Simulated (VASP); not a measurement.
Runs of VASP 6.6.1 on NaCl. The structure is that of space group Fm-3m (No. 225), or close to it. The cells are those of the table. 

| level | cell | k mesh | gap on the mesh (eV) | pressure (GPa) |
| --- | --- | --- | --- | --- |
| r2SCAN | a = 3.883 Å, angles 60.0°, 2 atoms | 6 × 6 × 6 | 6.27 | 1.7 |
| PBE | a = 3.944 Å, angles 60.0°, 2 atoms | 6 × 6 × 6 | (c) | 1.7 |
| r2SCAN | a = 4.041 Å, angles 60.0°, 2 atoms | 6 × 6 × 6 | 5.76 | (a) |
| r2SCAN | a = 3.964 Å, angles 60.0°, 2 atoms | 8 × 8 × 8 | 6.00 | -0.2 |
| r2SCAN | a = 3.924 Å, angles 60.0°, 2 atoms | 6 × 6 × 6 | 6.13 | 0.8 |
| r2SCAN | a = 3.964 Å, angles 60.0°, 2 atoms | 6 × 6 × 6 | 6.00 | -0.2 |
| PBE | a = 4.026 Å, angles 60.0°, 2 atoms | 6 × 6 × 6 | 5.00 | 0.0 |
| PBE | a = 4.066 Å, angles 60.0°, 2 atoms | 6 × 6 × 6 | 4.89 | -0.7 |
| PBE | a = 4.105 Å, angles 60.0°, 2 atoms | 6 × 6 × 6 | 4.79 | (b) |
| PBE | a = 3.986 Å, angles 60.0°, 2 atoms | 6 × 6 × 6 | 5.11 | 0.8 |
| r2SCAN | a = 4.003 Å, angles 60.0°, 2 atoms | 6 × 6 × 6 | 5.88 | -1.0 |
| PBE | a = 3.964 Å, angles 60.0°, 2 atoms | 8 × 8 × 8 | 5.18 | 1.2 |

Alike in all rows: task single point; potentials or basis VASP PAW PBE potentials, release 64 (Na_pv, Cl); no spin polarisation; cutoff (eV) 520; smearing gaussian 0.01 eV.

Task: Fill in the values left out.

Result: (a) -1.6; (b) -1.2; (c) 5.24.

Caveats: the PAW data sets were made with another functional, which shifts forces and pressure a little (some runs).

A k mesh can miss the band edges.
